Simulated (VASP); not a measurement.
# Sn (P6/mmm) in VASP: notebook

The runs below take Sn through relaxation of cell and atoms, single point, with PBE+D3(BJ).

Everything below comes from runs of VASP 6.6.1. Logs are shortened: lines on timing, memory, paths and dates and some standing lists are left out, and cuts for length are marked.

**1. The cell of the first run**

It takes space group P6/mmm (No. 191, hexagonal). The conventional cell has a = 3.632 Å, b = 3.632 Å, c = 5.257 Å, α = 90.00°, β = 90.00°, γ = 120.00°. Within 2.8 Å of Sn (site symmetry -6m2) lie 3 Sn at 2.10 Å.

This isn't the form of Sn at room conditions, which is tetragonal (white tin).

**2. Relaxation of cell and atoms, PBE+D3(BJ)**

Input file INCAR:

```
SYSTEM = Sn
ALGO     = Normal         ! electronic algorithm
EDIFF    = 1E-6           ! SCF threshold, eV
EDIFFG   = -0.05          ! ionic threshold
ENCUT    = 600            ! plane-wave cutoff, eV
GGA      = PE             ! functional
IBRION   = 2              ! ionic algorithm
ISIF     = 3              ! what is computed and relaxed
ISMEAR   = 0              ! smearing method
IVDW     = 12             ! dispersion correction
LASPH    = .TRUE.         ! aspherical terms in the spheres
LCHARG   = .FALSE.        ! write CHGCAR
LREAL    = .FALSE.        ! projectors in reciprocal space
LWAVE    = .FALSE.        ! write WAVECAR
NELM     = 80             ! most SCF steps
NSW      = 80             ! ionic steps
PREC     = Accurate       ! precision mode
SIGMA    = 0.1            ! smearing width, eV
```

Input file KPOINTS:

```
k-points
0
G
  6 6 4
  0 0 0
```

Input file POSCAR:

```
Sn
1.0
    3.6323590069      0.0000000000      0.0000000000
   -1.8161795034      3.1457151756      0.0000000000
    0.0000000000      0.0000000000      5.2574241440
Sn
2
Direct
    0.3333333333      0.6666666667      0.0000000000
    0.6666666667      0.3333333333      0.0000000000
```

Potentials or basis: VASP PAW PBE potentials, release 64 (Sn_d).

Launch:

```
cat potpaw_PBE.64/Sn_d/POTCAR > POTCAR
mpirun -np 1 vasp_std > vasp.out
```

OUTCAR:

```text
SYSTEM = Sn
   EDIFF = 1E-6
   EDIFFG = -0.05
   ENCUT = 600
   GGA = PE
   IBRION = 2
   ISIF = 3
   ISMEAR = 0
   IVDW = 12
   LASPH = .TRUE.
   LREAL = .FALSE.
   NELM = 80
   NSW = 80
   PREC = Accurate
 IVDW          = 12

 ion  position               nearest neighbor table
   1  0.333  0.667  0.000-   2 2.10   2 2.10   2 2.10
   2  0.667  0.333  0.000-   1 2.10   1 2.10   1 2.10

  LATTYP: Found a hexagonal cell.
 ALAT       =     3.6323590069
 C/A-ratio  =     1.4473856064

  Lattice vectors:

 A1 = (   3.6323590069,   0.0000000000,   0.0000000000)
 A2 = (  -1.8161795034,   3.1457151756,   0.0000000000)
 A3 = (   0.0000000000,   0.0000000000,   5.2574241440)

Analysis of symmetry for initial positions (statically):
=====================================================================
 Subroutine PRICEL returns:
 Original cell was already a primitive cell.

 Routine SETGRP: Setting up the symmetry group for a
 hexagonal supercell.

 Subroutine GETGRP returns: Found 24 space group operations
 (whereof 24 operations were pure point group operations)
 out of a pool of 24 trial point group operations.

The static configuration has the point symmetry D_6h.

Analysis of symmetry for dynamics (positions and initial velocities):
=====================================================================
 Subroutine PRICEL returns:
 Original cell was already a primitive cell.

 Routine SETGRP: Setting up the symmetry group for a
 hexagonal supercell.

 Subroutine GETGRP returns: Found 24 space group operations
 (whereof 24 operations were pure point group operations)
 out of a pool of 24 trial point group operations.

The dynamic configuration has the point symmetry D_6h.

 Subroutine INISYM returns: Found 24 space group operations
 (whereof 24 operations are pure point group operations),
 and found     1 'primitive' translations

----------------------------------------------------------------------------------------

                                     Primitive cell

  volume of cell :      60.0733

  direct lattice vectors                    reciprocal lattice vectors
     3.632359007  0.000000000  0.000000000     0.275303184  0.158946367  0.000000000
    -1.816179503  3.145715176  0.000000000     0.000000000  0.317892735  0.000000000
     0.000000000  0.000000000  5.257424144     0.000000000  0.000000000  0.190207214

  length of vectors
     3.632359007  3.632359007  5.257424144     0.317892735  0.317892735  0.190207214
[... 58 lines left out ...]
  0.333333  0.333333  0.500000      2.000000
   k-points           NKPTS =     21   k-points in BZ     NKDIM =     21   number of bands    NBANDS=     18
   number of dos      NEDOS =    301   number of ions     NIONS =      2
   total plane-waves  NPLWV =  37800
   dimension x,y,z NGX =    30 NGY =   30 NGZ =   42
   dimension x,y,z NGXF=    60 NGYF=   60 NGZF=   84
   ions per type =               2
   NGX,Y,Z   is equivalent  to a cutoff of  13.73, 13.73, 13.28 a.u.
   NGXF,Y,Z  is equivalent  to a cutoff of  27.46, 27.46, 26.56 a.u.
 SYSTEM =  Sn
   PREC   = accura    normal or accurate (medium, high low for compatibility)
   ISTART =      0    job   : 0-new  1-cont  2-samecut
   ICHARG =      2    charge: 1-file 2-atom 10-const
   ISPIN  =      1    spin polarized calculation?
   LNONCOLLINEAR =      F non collinear calculations
   LSORBIT =      F    spin-orbit coupling
   LASPH  =      T    aspherical Exc in radial PAW
   ENCUT  =  600.0 eV  44.10 Ry    6.64 a.u.   7.25  7.25 10.50*2*pi/ulx,y,z
   NELM   =     80;   NELMIN=  2; NELMDL= -5     # of ELM steps
   EDIFF  = 0.1E-05   stopping-criterion for ELM
   LREAL  =      F    real-space projection
   EDIFFG = -.5E-01   stopping-criterion for IOM
   NSW    =     80    number of steps for IOM
   IBRION =      2    ionic relax: 0-MD 1-quasi-New 2-CG
   NFREE  =      1    steps in history (QN), initial steepest desc. (CG)
   ISIF   =      3    stress and relaxation
   ISYM   =      2    0-nonsym 1-usesym 2-fastsym
   POTIM  = 0.5000    time-step for ionic-motion
   TEBEG  =    0.0;   TEEND  =   0.0 temperature during run
   PSTRESS=    0.0 pullay stress
   NELECT =      28.0000    total number of electrons
   NUPDOWN=      -1.0000    fix difference up-down
   EMIN   =  10.00;   EMAX   =-10.00  energy-range for DOS
   EFERMI =   0.00;   METHOD = LEGACY
   ISMEAR =     0;   SIGMA  =   0.10  broadening in eV -4-tet -1-fermi 0-gaus
   EFERMI_NEDOS =   21; number of points for ismear=-14 and -15
   IALGO  =     38    algorithm
   IMIX   =      4    mixing-type and parameters
     AMIX     =   0.40;   BMIX     =  1.00
     AMIX_MAG =   1.60;   BMIX_MAG =  1.00
  volume/ion in A,a.u.               =      30.04       202.70
  Fermi-wavevector in a.u.,A,eV,Ry     =   1.269308  2.398645 21.920938  1.611144
  Thomas-Fermi vector in A             =   2.402356
   LORBIT       =      0    0 simple, 1 ext, 2 COOP (PROOUT), +10 PAW based schemes
   GGA     = PE    functional components
   LHFCALC =     F    Hartree Fock is set to
   AEXX    =    0.0000 exact exchange contribution
   IVDW    =    12    specifies the selected vdW correction
   LEPSILON=     F    determine dielectric tensor
   LRPA    =     F    only Hartree local field effects (RPA)
 conjugate gradient relaxation of ions
 non-spin polarized calculation
 Gauss-broadening in eV      SIGMA  =   0.10
  energy-cutoff  :      600.00
  volume of cell :       60.07
 maximum number of plane-waves:      2050
 NGX is ok and might be reduce to    30
   NGX = 15   NGY = 15   NGZ = 21

--------------------------------------- Ionic step        1  -------------------------------------------

 number of electron      28.0000000 magnetization

 Free energy of the ion-electron system (eV)
  ---------------------------------------------------
  ext. energy  EPLUGINS =         0.00000000
  ---------------------------------------------------
  free energy    TOTEN  =         4.40715892 eV

  energy without entropy =        4.40944998  energy(sigma->0) =        4.40830445

------------------------ aborting loop because EDIFF is reached ----------------------------------------

 Edisp (eV)   -0.66177

 E8    (eV) :    -0.3133
[... 992 lines left out ...]
      5     -16.4879      2.00000
      6     -16.4879      2.00000
[... 10 lines left out ...]
     17       9.1275      0.00000
     18       9.1276      0.00000

[... ionic steps 4 to 29 ...]

--------------------------------------- Ionic step       30  -------------------------------------------

 number of electron      28.0000043 magnetization

------------------------ aborting loop because EDIFF is reached ----------------------------------------
[... 75 lines left out ...]
--------------------------------------- Ionic step       32  -------------------------------------------

 number of electron      28.0000046 magnetization

 Free energy of the ion-electron system (eV)
  ---------------------------------------------------
  ext. energy  EPLUGINS =         0.00000000
  ---------------------------------------------------
  free energy    TOTEN  =        -7.40857479 eV

  energy without entropy =       -7.40652735  energy(sigma->0) =       -7.40755107

 E-fermi :   5.5590     XC(G=0):  -8.8217

 val. band max:        5.2790056494   @ k =   0.3333   0.0000   0.5000
 cond. band min:       5.6526742976   @ k =   0.1667   0.0000   0.5000
 fundamental gap:      0.3736686482
 Fermi energy:         5.5590332464
[... 472 lines left out ...]
  FREE ENERGIE OF THE ION-ELECTRON SYSTEM (eV)
  ---------------------------------------------------
  free  energy   TOTEN  =        -7.9925470195 eV

  energy  without entropy=       -7.9904995848  energy(sigma->0) =       -7.99152330

 reached required accuracy - stopping structural energy minimisation
```

CONTCAR:

```text
Sn
   1.00000000000000
     5.2698023289684093    0.0000000000353935    0.0000000000000000
    -2.6349011643810152    4.5637826896826272   -0.0000000000000001
    -0.0000000000000000    0.0000000000000000    2.8951403248985832
  Sn
     2
Direct
     0.3333333332999970    0.6666666667000030    0.0000000000000000
     0.6666666667000030    0.3333333332999970    0.0000000000000000

  0.00000000E+00  0.00000000E+00  0.00000000E+00
  0.00000000E+00  0.00000000E+00  0.00000000E+00
```

Wall time 19 min (1 thread of AMD EPYC 7R13, shared host); peak memory 0.19 GiB.

What came out:

| Item | Value |
| --- | --- |
| Free energy | -7.9925 eV |
| Relaxed volume | 34.81 Å³/atom |
| Relaxed cell | a = 5.270 Å, b = 5.270 Å, c = 2.895 Å, α = 90.00°, β = 90.00°, γ = 120.00° |
| Space group after relaxing (to 0.1 Å) | P6/mmm (No. 191) |
| Pressure after relaxing | 0.0 GPa |
| Band gap on the k mesh | zero (bands 14 and 15 overlap by 2.46 eV) |
| Dispersion energy per atom | -0.292 eV |

Final structure:
```
Sn
1.0
     5.26980    0.00000    0.00000
    -2.63490    4.56378    0.00000
     0.00000    0.00000    2.89514
Sn
2
Cartesian
  0.0000 3.0425 0.0000
  2.6349 1.5213 0.0000
```

Levels at points of the mesh, in eV from the Fermi level:
```
           k point  band 11  band 12  band 13  band 14  band 15  band 16  band 17  band 18
(0.00, 0.00, 0.00)   -10.71    -5.84    -2.70    -2.70     0.69     0.69     3.83     7.27
(0.50, 0.00, 0.00)    -9.65    -8.40    -3.49    -1.83     2.91     3.70     5.07     6.79
(0.00, 0.00, 0.50)    -6.78    -4.61    -1.21    -1.02     0.33     0.33     4.08     4.08
(0.50, 0.00, 0.50)    -5.69    -4.44    -3.68    -2.62    -0.43     1.89     4.33     4.38
```

Caveat: the volume moved by over 15 % at a fixed basis, so the end points are rough; spin-orbit coupling is left out, which moves the levels of the heavy elements.

[end of part 1 of 2]
